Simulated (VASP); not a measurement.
The system is La.

```
La
1.0
     3.77270    0.00000    0.00000
    -1.88635    3.26725    0.00000
     0.00000    0.00000   12.11270
La
4
Cartesian
  0.0000 0.0000 0.0000
  -1.8863 3.2673 6.0564
  0.0000 2.1782 9.0845
  1.8863 1.0891 3.0282
```

Base run:

- Program: VASP 6.6.1
- Functional: PBE
- Potentials or basis: VASP PAW PBE potentials, release 64 (La)
- Cutoff: 520 eV
- k mesh: 10 × 10 × 3
- Occupations: gaussian, width 1 eV
- Spin: no spin polarisation

Its results: band gap on the k mesh zero (bands 22 and 23 overlap by 1.27 eV); pressure 1.6 GPa.

Q: The run is repeated on the same cell with these changes: occupations from gaussian, width 1 eV to methfessel-paxton, width 0.01 eV; further incar settings from ALGO = Normal; EDIFF = 1e-07; NBANDS = 30 to ALGO = Normal; EDIFF = 1e-06; NBANDS = 30. What comes out?

A: Band gap on the k mesh zero (bands 22 and 23 overlap by 1.21 eV); pressure 0.0 GPa.

Caveats: spin-orbit coupling is left out, which moves the levels of the heavy elements; the highest band is partly filled, so the run has too few bands (at least some runs); so wide a smearing shifts energies and pressures (at least some runs).
